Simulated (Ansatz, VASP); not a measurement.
## Two plane-wave programs on In

```
In
1.0
     0.00000    2.49546    2.49546
     2.49546    0.00000    2.49546
     2.49546    2.49546    0.00000
In
1
Direct
  0.00000 0.00000 0.00000
```

Alike in both runs: functional BLYP; k mesh 12 × 12 × 12; occupations fermi-dirac, width 0.1 eV; no spin polarisation.

Ansatz relaxed the structure, and its values are those at the end. VASP's run is a single point on that final structure, the one shown.

|  | VASP | Ansatz |
| --- | --- | --- |
| version | VASP 6.6.1 | Ansatz 0.2.0 |
| potentials or method | VASP PAW PBE potentials, release 64 (In_d), cutoff 520 eV | plane waves (420 eV) with PAW, scalar-relativistic |
| valence electrons in the cell | 13 | 13 |

```csv
,VASP,Ansatz,Ansatz less VASP
pressure (GPa),0.0,0.0,+0.06
```

VASP's potentials were made for PBE, not for BLYP.
